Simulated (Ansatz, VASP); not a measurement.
One calculation of TiAl, two programs

POSCAR

```
TiAl
1.0
    2.8672622300      0.0000000000      0.0000000000
   -1.4336311200      2.4831219300      0.0000000000
    0.0000000000      0.0000000000      4.6780830000
Ti Al
1 1
Direct
    0.0000000000      0.0000000000      0.0000000000
    0.3333333300      0.6666666700      0.5000000000
```

The input INCAR.step1:

```
PREC = Accurate
ENCUT = 520
ISMEAR = 0
SIGMA = 0.1
LREAL = F
LASPH = T
NELM = 60
NBANDS = 14
GGA = PE
ALGO = Normal
EDIFF = 1E-4
LWAVE = T
LCHARG = F
```

Contents of INCAR.step2:

```
PREC = Accurate
ENCUT = 520
EDIFF = 1E-7
ISMEAR = 0
SIGMA = 0.1
LREAL = F
LASPH = T
NELM = 60
ALGO = Normal
ISIF = 2
LWAVE = F
LCHARG = F
METAGGA = R2SCAN
LMIXTAU = T
LUSE_VDW = T
IVDW_NL = 2
BPARAM = 11.95
CPARAM = 0.0093
NBANDS = 14
ISTART = 1
```

KPOINTS

```
regular mesh
0
Gamma
  9 9 4
```

Input for Ansatz:

```yaml
crystal:
  lattice:
    - [2.86726223, 0.0, 0.0]
    - [-1.43363112, 2.48312193, 0.0]
    - [0.0, 0.0, 4.678083]
  atoms:
    - { symbol: Ti, position: [0.0, 0.0, 0.0] }
    - { symbol: Al, position: [0.33333333, 0.66666667, 0.5] }
basis:
  ecutwfc: 500
kpoints:
  mp_grid: { grid: [9, 9, 4] }
hamiltonian:
  xc: r2scan
  dispersion: rvv10
  pseudopotentials: { kind: paw, azcp: { folder: soft_1 } }
scf:
  occupations: { method: gaussian, width: 0.1 }
output:
  forces: true
  stress: true
  eigenvalues: true
```

Alike in both runs: task single point; functional r2SCAN; dispersion rVV10; k mesh 9 × 9 × 4; occupations gaussian, width 0.1 eV; no spin polarisation.

|  | VASP | Ansatz |
| --- | --- | --- |
| version | VASP 6.6.1 | Ansatz 0.2.0 |
| potentials or method | VASP PAW PBE potentials, release 64 (Ti_sv, Al), cutoff 520 eV | scalar-relativistic, plane waves, PAW |
| valence electrons in the cell | 15 | 15 |

|  | VASP | Ansatz | Ansatz less VASP |
| --- | --- | --- | --- |
| gap on the k mesh at the Fermi level (eV) | none | none | - |
| pressure (GPa) | -1.6 | -1.8 | -0.13 |
| traceless stress, the component that is largest in VASP (GPa) | -0.92 | -0.90 | +0.014 |

VASP's potentials were made for PBE, not for r2SCAN. A gap of «none» marks a metal or a gap that the smearing closes.
